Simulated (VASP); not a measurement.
Input of a VASP 6.6.1 run:

File INCAR:

```
  PREC = Accurate
  ENCUT = 520
  EDIFF = 1E-7
  ISMEAR = 0
  SIGMA = 0.1
  LREAL = F
  LASPH = T
  NELM = 60
  ALGO = Normal
  ISIF = 2
  LWAVE = F
  LCHARG = F
  GGA = PE
  NBANDS = 11
```

Contents of KPOINTS:

```
regular mesh
0
Gamma
  6 6 6
```

File POSCAR:

```
BAs
1.0
    1.4580397000      0.8417996100      4.5614131100
   -1.4580397000      0.8417996100      4.5614131100
    0.0000000000     -1.6835992300      4.5614131100
B As
1 1
Direct
    0.0000000000      0.0000000000      0.0000000000
    0.5000000000      0.5000000000      0.5000000000
```

Potentials or basis: VASP PAW PBE potentials, release 64 (B, As).

Launch:

```console
$ cat potpaw_PBE.64/B/POTCAR potpaw_PBE.64/As/POTCAR > POTCAR
$ mpirun -np 1 vasp_std > vasp.out
```

Q: Estimate the pressure.

A: -11.3 GPa.

Q: Predict the band gap on the k mesh.

A: Zero (bands 4 and 5 overlap by 6.71 eV).

Stress tensor (GPa, compression positive):
```
 -5.27   0.00   0.00
  0.00  -5.27   0.00
  0.00   0.00 -23.29
```

Caveat: the k points lie up to 0.42 Å⁻¹ apart, too coarse for converged energies and pressures of a metal.
